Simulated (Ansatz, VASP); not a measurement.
## One calculation of InP, two programs

POSCAR

```
InP
1.0
    0.0000000000      2.9833255112      2.9204433686
    2.9833255112      0.0000000000      2.9204433686
    2.9833255112      2.9833255112      0.0000000000
In P
1 1
Direct
    0.0000000000      0.0000000000      0.0000000000
    0.2500000000      0.2500000000      0.2500000000
```

The input INCAR.step1:

```
  PREC = Accurate
  ENCUT = 520
  ISMEAR = 0
  SIGMA = 0.01
  LREAL = False
  LASPH = True
  NELM = 100
  NBANDS = 16
  GGA = PE
  ALGO = Normal
  EDIFF = 1E-4
  LWAVE = True
  LCHARG = False
```

The input INCAR.step2:

```
  PREC = Accurate
  ENCUT = 520
  EDIFF = 1E-7
  ISMEAR = 0
  SIGMA = 0.01
  LREAL = False
  LASPH = True
  NELM = 100
  ALGO = Normal
  ISIF = 2
  LWAVE = False
  LCHARG = False
  METAGGA = R2SCAN
  LMIXTAU = True
  NBANDS = 16
  ISTART = 1
```

File KPOINTS:

```
regular mesh
0
Gamma
  8 8 8
```

Input for Ansatz:

```yaml
crystal:
  lattice:
    - [0.0, 2.9833255112, 2.9204433686]
    - [2.9833255112, 0.0, 2.9204433686]
    - [2.9833255112, 2.9833255112, 0.0]
  atoms:
    - { symbol: In, position: [0.0, 0.0, 0.0] }
    - { symbol: P, position: [0.25, 0.25, 0.25] }
kpoints:
  mp_grid: { grid: [8, 8, 8] }
  band_path:
    path:
      - [0.0, 0.0, 0.0]
      - [-0.5, -0.5, 0.0]
      - [-0.375, -0.375, 0.25]
      - [-0.375, 0.0, 0.375]
      - [0.0, 0.0, 0.5]
      - [-0.5, -0.25, 0.25]
    npoints: 1
hamiltonian:
  xc: r2scan
scf:
  occupations: { method: fixed }
  n_extra_bands: 4
output:
  forces: true
  stress: true
  eigenvalues: true
  write_density: true
  write_potential: true
  elf: true
  volumetric_format: npy
```

Change from the starting cell: epitaxial_xy strain +1.0%.

Alike in both runs: task single point; functional r2SCAN; k mesh 8 × 8 × 8; no spin polarisation.

|  | VASP | Ansatz |
| --- | --- | --- |
| version | VASP 6.6.1 | Ansatz 0.2.0 |
| potentials or method | VASP PAW PBE potentials, release 64 (In_d, P) | plane waves, PAW |
| plane-wave cutoff (eV) | 520 | 500 |
| occupations | gaussian, width 0.01 eV | fixed |
| valence electrons in the cell | 18 | 18 |

Ansatz gave:

- gap on the k mesh at the Fermi level (eV): 0.91
- pressure (GPa): -0.6
- traceless stress, the component that is largest in VASP (GPa): 0.61

Problem. Which values does VASP return?

Solution. gap on the k mesh at the Fermi level (eV): 0.91; pressure (GPa): -0.7; traceless stress, the component that is largest in VASP (GPa): 0.62.

VASP's potentials were made for PBE, not for r2SCAN.
